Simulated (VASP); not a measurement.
# TiPt3 (Pm-3m) in VASP: a series of runs

TiPt3 is run at these levels: PBE; tasks: single point.

All numbers are computed with VASP 6.6.1; they aren't measurements. Logs are shortened: lines on timing, memory, paths and dates and some standing lists are left out, and cuts for length are marked.

**1. The cell of the first run**

Symmetry: Pm-3m, No. 221, cubic system. Conventional cell: a = 3.897 Å, b = 3.897 Å, c = 3.897 Å, α = 90.00°, β = 90.00°, γ = 90.00°. Within 3.6 Å of Ti (site symmetry m-3m) lie 12 Pt at 2.76 Å. Pt (site symmetry 4/mmm) has 4 Ti at 2.76 Å and 8 Pt at 2.76 Å within 3.6 Å.

**2. Single point, PBE**

The input, INCAR:

```
  PREC = Accurate
  ENCUT = 520
  EDIFF = 1E-7
  ISMEAR = 0
  SIGMA = 0.05
  LREAL = F
  LASPH = T
  NELM = 100
  ALGO = Normal
  ISIF = 2
  LWAVE = F
  LCHARG = F
  GGA = PE
  NBANDS = 29
```

The input, KPOINTS:

```
regular mesh
0
Gamma
  10 10 10
```

The input, POSCAR:

```
TiPt3
1.0
    3.8969996648      0.0000000000      0.0000000000
    0.0000000000      3.8969996648      0.0000000000
    0.0000000000      0.0000000000      3.8969996648
Ti Pt
1 3
Direct
    0.0000000000      0.0000000000      0.0000000000
    0.0000000000      0.5000000000      0.5000000000
    0.5000000000      0.0000000000      0.5000000000
    0.5000000000      0.5000000000      0.0000000000
```

Potentials or basis: VASP PAW PBE potentials, release 64 (Ti_sv, Pt).

The run is started by

```sh
cat potpaw_PBE.64/Ti_sv/POTCAR potpaw_PBE.64/Pt/POTCAR > POTCAR
mpirun -np 1 vasp_std > vasp.out
```

OUTCAR:

```text
PREC = Accurate
   ENCUT = 520
   EDIFF = 1E-7
   ISMEAR = 0
   LREAL = F
   LASPH = T
   NELM = 100
   ISIF = 2
   GGA = PE

 ion  position               nearest neighbor table
   1  0.000  0.000  0.000-   2 2.76   3 2.76   4 2.76   2 2.76   3 2.76   2 2.76   4 2.76   2 2.76
                             3 2.76   4 2.76   3 2.76   4 2.76
   2  0.000  0.500  0.500-   1 2.76   3 2.76   4 2.76   1 2.76   4 2.76   1 2.76   3 2.76   1 2.76
                             3 2.76   4 2.76   4 2.76   3 2.76
   3  0.500  0.000  0.500-   1 2.76   2 2.76   4 2.76   1 2.76   4 2.76   2 2.76   4 2.76   4 2.76
                             1 2.76   2 2.76   1 2.76   2 2.76
   4  0.500  0.500  0.000-   1 2.76   2 2.76   3 2.76   2 2.76   3 2.76   1 2.76   3 2.76   3 2.76
                             1 2.76   2 2.76   2 2.76   1 2.76

  LATTYP: Found a simple cubic cell.
 ALAT       =     3.8969996648

  Lattice vectors:

 A1 = (   3.8969996648,   0.0000000000,   0.0000000000)
 A2 = (   0.0000000000,   3.8969996648,   0.0000000000)
 A3 = (   0.0000000000,   0.0000000000,   3.8969996648)

Analysis of symmetry for initial positions (statically):
=====================================================================
 Subroutine PRICEL returns:
 Original cell was already a primitive cell.

 Routine SETGRP: Setting up the symmetry group for a
 simple cubic supercell.

 Subroutine GETGRP returns: Found 48 space group operations
 (whereof 48 operations were pure point group operations)
 out of a pool of 48 trial point group operations.

The static configuration has the point symmetry O_h .

Analysis of symmetry for dynamics (positions and initial velocities):
=====================================================================
 Subroutine PRICEL returns:
 Original cell was already a primitive cell.

 Routine SETGRP: Setting up the symmetry group for a
 simple cubic supercell.

 Subroutine GETGRP returns: Found 48 space group operations
 (whereof 48 operations were pure point group operations)
 out of a pool of 48 trial point group operations.

The dynamic configuration has the point symmetry O_h .

 Subroutine INISYM returns: Found 48 space group operations
 (whereof 48 operations are pure point group operations),
 and found     1 'primitive' translations

----------------------------------------------------------------------------------------

                                     Primitive cell

  volume of cell :      59.1822

  direct lattice vectors                    reciprocal lattice vectors
     3.896999665  0.000000000  0.000000000     0.256607669  0.000000000  0.000000000
     0.000000000  3.896999665  0.000000000     0.000000000  0.256607669  0.000000000
     0.000000000  0.000000000  3.896999665     0.000000000  0.000000000  0.256607669

  length of vectors
     3.896999665  3.896999665  3.896999665     0.256607669  0.256607669  0.256607669

  position of ions in fractional coordinates (direct lattice)
     0.000000000  0.000000000  0.000000000
     0.000000000  0.500000000  0.500000000
     0.500000000  0.000000000  0.500000000
     0.500000000  0.500000000  0.000000000

  ion indices of the primitive-cell ions
   primitive index   ion index
                 1           1
                 2           2
                 3           3
                 4           4

----------------------------------------------------------------------------------------

 KPOINTS: regular mesh

Automatic generation of k-mesh.
 Grid dimensions read from file:
 generate k-points for:   10   10   10

 Generating k-lattice:

  Cartesian coordinates                     Fractional coordinates (reciprocal lattice)
     0.025660767  0.000000000  0.000000000     0.100000000  0.000000000  0.000000000
     0.000000000  0.025660767  0.000000000     0.000000000  0.100000000  0.000000000
     0.000000000  0.000000000  0.025660767     0.000000000  0.000000000  0.100000000

  Length of vectors
     0.025660767  0.025660767  0.025660767

  Shift w.r.t. Gamma in fractional coordinates (k-lattice)
     0.000000000  0.000000000  0.000000000

 Subroutine IBZKPT returns following result:
 ===========================================

 Found     56 irreducible k-points:

 Following reciprocal coordinates:
            Coordinates               Weight
  0.000000  0.000000  0.000000      1.000000
  0.100000  0.000000  0.000000      6.000000
  0.200000  0.000000  0.000000      6.000000
  0.300000  0.000000  0.000000      6.000000
  0.400000  0.000000  0.000000      6.000000
  0.500000  0.000000  0.000000      3.000000
[... 16 lines left out ...]
  0.200000  0.100000  0.100000     24.000000
  0.300000  0.100000  0.100000     24.000000
 [... further k-points ...]
   k-points           NKPTS =     56   k-points in BZ     NKDIM =     56   number of bands    NBANDS=     29
   number of dos      NEDOS =    301   number of ions     NIONS =      4
   total plane-waves  NPLWV =  27000
   dimension x,y,z NGX =    30 NGY =   30 NGZ =   30
   dimension x,y,z NGXF=    60 NGYF=   60 NGZF=   60
   ions per type =               1   3
   NGX,Y,Z   is equivalent  to a cutoff of  12.80, 12.80, 12.80 a.u.
   NGXF,Y,Z  is equivalent  to a cutoff of  25.60, 25.60, 25.60 a.u.
 SYSTEM =  unknown system
   PREC   = accura    normal or accurate (medium, high low for compatibility)
   ISTART =      0    job   : 0-new  1-cont  2-samecut
   ICHARG =      2    charge: 1-file 2-atom 10-const
   ISPIN  =      1    spin polarized calculation?
   LNONCOLLINEAR =      F non collinear calculations
   LSORBIT =      F    spin-orbit coupling
   LASPH  =      T    aspherical Exc in radial PAW
   ENCUT  =  520.0 eV  38.22 Ry    6.18 a.u.   7.25  7.25  7.25*2*pi/ulx,y,z
   NELM   =    100;   NELMIN=  2; NELMDL= -5     # of ELM steps
   EDIFF  = 0.1E-06   stopping-criterion for ELM
   LREAL  =      F    real-space projection
   EDIFFG = 0.1E-05   stopping-criterion for IOM
   NSW    =      0    number of steps for IOM
   IBRION =     -1    ionic relax: 0-MD 1-quasi-New 2-CG
   NFREE  =      0    steps in history (QN), initial steepest desc. (CG)
   ISIF   =      2    stress and relaxation
   ISYM   =      2    0-nonsym 1-usesym 2-fastsym
   POTIM  = 0.5000    time-step for ionic-motion
   TEBEG  =    0.0;   TEEND  =   0.0 temperature during run
   PSTRESS=    0.0 pullay stress
   NELECT =      42.0000    total number of electrons
   NUPDOWN=      -1.0000    fix difference up-down
   EMIN   =  10.00;   EMAX   =-10.00  energy-range for DOS
   EFERMI =   0.00;   METHOD = LEGACY
   ISMEAR =     0;   SIGMA  =   0.05  broadening in eV -4-tet -1-fermi 0-gaus
   EFERMI_NEDOS =   21; number of points for ismear=-14 and -15
   IALGO  =     38    algorithm
   IMIX   =      4    mixing-type and parameters
     AMIX     =   0.40;   BMIX     =  1.00
     AMIX_MAG =   1.60;   BMIX_MAG =  1.00
  volume/ion in A,a.u.               =      14.80        99.85
  Fermi-wavevector in a.u.,A,eV,Ry     =   1.460251  2.759475 29.012158  2.132333
  Thomas-Fermi vector in A             =   2.576723
   LORBIT       =      0    0 simple, 1 ext, 2 COOP (PROOUT), +10 PAW based schemes
   GGA     = PE    functional components
   LHFCALC =     F    Hartree Fock is set to
   AEXX    =    0.0000 exact exchange contribution
   IVDW    =     0    specifies the selected vdW correction
   LEPSILON=     F    determine dielectric tensor
   LRPA    =     F    only Hartree local field effects (RPA)
 non-spin polarized calculation
 Gauss-broadening in eV      SIGMA  =   0.05
  energy-cutoff  :      520.00
  volume of cell :       59.18
 maximum number of plane-waves:      1628
 NGX is ok and might be reduce to    30
   NGX = 15   NGY = 15   NGZ = 15

 number of electron      41.9999997 magnetization

 Free energy of the ion-electron system (eV)
  ---------------------------------------------------
  ext. energy  EPLUGINS =         0.00000000
  ---------------------------------------------------
  free energy    TOTEN  =       -29.48944450 eV

  energy without entropy =      -29.48772751  energy(sigma->0) =      -29.48858600

 E-fermi :  11.8908     XC(G=0): -13.2835

 val. band max:       11.8527643736   @ k =   0.5000   0.1000   0.0000
 cond. band min:      11.9143500881   @ k =   0.4000   0.1000   0.1000
 fundamental gap:      0.0615857146
 Fermi energy:        11.8908354077

 k-point     1 :       0.0000    0.0000    0.0000
  band No.  band energies     occupation
      1     -46.3227      2.00000
      2     -22.5416      2.00000
      3     -22.5416      2.00000
      4     -22.5416      2.00000
      5       1.6433      2.00000
      6       4.4388      2.00000
[... 21 lines left out ...]
     28      13.8918      0.00000
     29      20.2878      0.00000

 k-point     2 :       0.1000    0.0000    0.0000
  band No.  band energies     occupation
      1     -46.3225      2.00000
      2     -22.5444      2.00000
      3     -22.5421      2.00000
      4     -22.5421      2.00000
      5       1.7766      2.00000
      6       4.5236      2.00000
[... 21 lines left out ...]
     28      14.6852      0.00000
     29      20.0512      0.00000

 k-point     3 :       0.2000    0.0000    0.0000
  band No.  band energies     occupation
      1     -46.3221      2.00000
      2     -22.5515      2.00000
      3     -22.5432      2.00000
      4     -22.5432      2.00000
      5       2.1650      2.00000
      6       4.7585      2.00000
[... 21 lines left out ...]
     28      15.9619      0.00000
     29      19.5434      0.00000

 k-point     4 :       0.3000    0.0000    0.0000
  band No.  band energies     occupation
      1     -46.3215      2.00000
      2     -22.5604      2.00000
      3     -22.5446      2.00000
      4     -22.5446      2.00000
      5       2.7663      2.00000
      6       5.0381      2.00000
[... 597 lines left out ...]
     28      15.0501      0.00000
     29      20.5371      0.00000

 k-point    23 :       0.2000    0.1000    0.1000
  band No.  band energies     occupation
      1     -46.3218      2.00000
      2     -22.5526      2.00000
      3     -22.5459      2.00000
      4     -22.5448      2.00000
      5       2.4070      2.00000
      6       4.9168      2.00000
[... 21 lines left out ...]
     28      15.8751      0.00000
     29      19.7980      0.00000

 k-point    24 :       0.3000    0.1000    0.1000
  band No.  band energies     occupation
      1     -46.3213      2.00000
      2     -22.5601      2.00000
      3     -22.5474      2.00000
      4     -22.5458      2.00000
      5       2.9843      2.00000
      6       5.2068      2.00000
[... 21 lines left out ...]
     28      16.9777      0.00000
     29      19.2178      0.00000

 [... further k-points ...]

------------------------ aborting loop because EDIFF is reached ----------------------------------------

  FORCE on cell =-STRESS in cart. coord.  units (eV):
  Direction    XX          YY          ZZ          XY          YZ          ZX
  --------------------------------------------------------------------------------------
  -------------------------------------------------------------------------------------
  Total        3.5988252      3.5988252      3.5988252      0.0000000      0.0000000      0.0000000
  in kB       97.4272025     97.4272025     97.4272025      0.0000000      0.0000000      0.0000000
  external PRESSURE =      97.4272025 kB  Pullay stress =       0.0000000 kB

 VOLUME and BASIS-vectors are now :
 -----------------------------------------------------------------------------
  energy-cutoff  :      520.00
  volume of cell :       59.18
      direct lattice vectors                 reciprocal lattice vectors
     3.896999665  0.000000000  0.000000000     0.256607669  0.000000000  0.000000000
     0.000000000  3.896999665  0.000000000     0.000000000  0.256607669  0.000000000
     0.000000000  0.000000000  3.896999665     0.000000000  0.000000000  0.256607669

 POSITION                                       TOTAL-FORCE (eV/Angst)
 -----------------------------------------------------------------------------------
      0.00000      0.00000      0.00000         0.000000      0.000000      0.000000
      0.00000      1.94850      1.94850         0.000000      0.000000      0.000000
      1.94850      0.00000      1.94850         0.000000      0.000000      0.000000
      1.94850      1.94850      0.00000         0.000000      0.000000      0.000000
 -----------------------------------------------------------------------------------
    total drift:                                0.000000      0.000000     -0.000000

  FREE ENERGIE OF THE ION-ELECTRON SYSTEM (eV)
  ---------------------------------------------------
  free  energy   TOTEN  =       -29.4894444976 eV

  energy  without entropy=      -29.4877275074  energy(sigma->0) =      -29.48858600
```

It took 93 s on 1 thread of Intel Xeon Platinum 8259CL at 2.50GHz (Skylake/Cascade Lake), shared host; peak memory 0.23 GiB.

What came out:

| Item | Value |
| --- | --- |
| Free energy | -29.4894 eV |
| Pressure | 9.7 GPa |
| Band gap on the k mesh | zero (band 21 reaches 13.26 eV, above the bottom of band 22 at 11.42 eV) |

Levels at points of the mesh, in eV from the Fermi level:
| k point | band 17 | band 18 | band 19 | band 20 | band 21 | band 22 | band 23 | band 24 | band 25 | band 26 |
| --- | --- | --- | --- | --- | --- | --- | --- | --- | --- | --- |
| (0.00, 0.00, 0.00) | -0.55 | 0.02 | 0.02 | 0.02 | 1.37 | 1.37 | 1.57 | 1.57 | 1.57 | 2.00 |
| (0.50, 0.00, 0.00) | -2.70 | -2.70 | -2.64 | -1.40 | -0.23 | -0.23 | 0.03 | 0.44 | 0.74 | 1.97 |
| (0.50, 0.50, 0.00) | -3.15 | -3.15 | -2.48 | -2.33 | -2.29 | 0.18 | 0.18 | 0.34 | 1.48 | 1.48 |
| (0.50, 0.50, 0.50) | -0.99 | -0.71 | -0.71 | -0.71 | -0.47 | -0.47 | -0.47 | 1.18 | 1.18 | 1.18 |

Caveat: spin-orbit coupling is left out, which moves the levels of the heavy elements.

**3. Single point, PBE**

The input, INCAR:

```
SYSTEM = TiPt3
ALGO     = Normal         ! electronic algorithm
EDIFF    = 1E-6           ! SCF threshold, eV
ENCUT    = 520            ! plane-wave cutoff, eV
GGA      = PE             ! functional
ISIF     = 2              ! what is computed and relaxed
ISMEAR   = 0              ! smearing method
LASPH    = .True.         ! aspherical terms in the spheres
LCHARG   = .False.        ! write CHGCAR
LREAL    = .False.        ! projectors in reciprocal space
LWAVE    = .False.        ! write WAVECAR
NBANDS   = 29             ! bands
NELM     = 80             ! most SCF steps
PREC     = Accurate       ! precision mode
SIGMA    = 0.05           ! smearing width, eV
```

The input, KPOINTS:

```
k-points
0
Gamma
  10 10 10
  0 0 0
```

POSCAR is that of step 2.

Potentials or basis: VASP PAW PBE potentials, release 64 (Ti_sv, Pt).

The run is started by

```sh
cat potpaw_PBE.64/Ti_sv/POTCAR potpaw_PBE.64/Pt/POTCAR > POTCAR
mpirun -np 1 vasp_std > vasp.out
```

It took 88 s on 1 thread of Intel Xeon Platinum 8259CL at 2.50GHz (Skylake/Cascade Lake), shared host; peak memory 0.22 GiB.

The run converged. Its results:

```yaml
Free_energy: -29.4894 eV
Pressure: 9.8 GPa
Band_gap_on_the_k_mesh: zero (band 21 reaches 13.26 eV, above the bottom of band 22 at 11.42 eV)
```

Levels at points of the mesh, in eV from the Fermi level:
```csv
k point,band 17,band 18,band 19,band 20,band 21,band 22,band 23,band 24,band 25,band 26
"(0.00, 0.00, 0.00)",-0.55,0.02,0.02,0.02,1.37,1.37,1.57,1.57,1.57,2.00
"(0.50, 0.00, 0.00)",-2.70,-2.70,-2.64,-1.40,-0.23,-0.23,0.03,0.44,0.74,1.97
"(0.50, 0.50, 0.00)",-3.15,-3.15,-2.48,-2.33,-2.29,0.18,0.18,0.34,1.48,1.48
"(0.50, 0.50, 0.50)",-0.99,-0.71,-0.71,-0.71,-0.47,-0.47,-0.47,1.18,1.18,1.18
```

Caveat: spin-orbit coupling is left out, which moves the levels of the heavy elements.
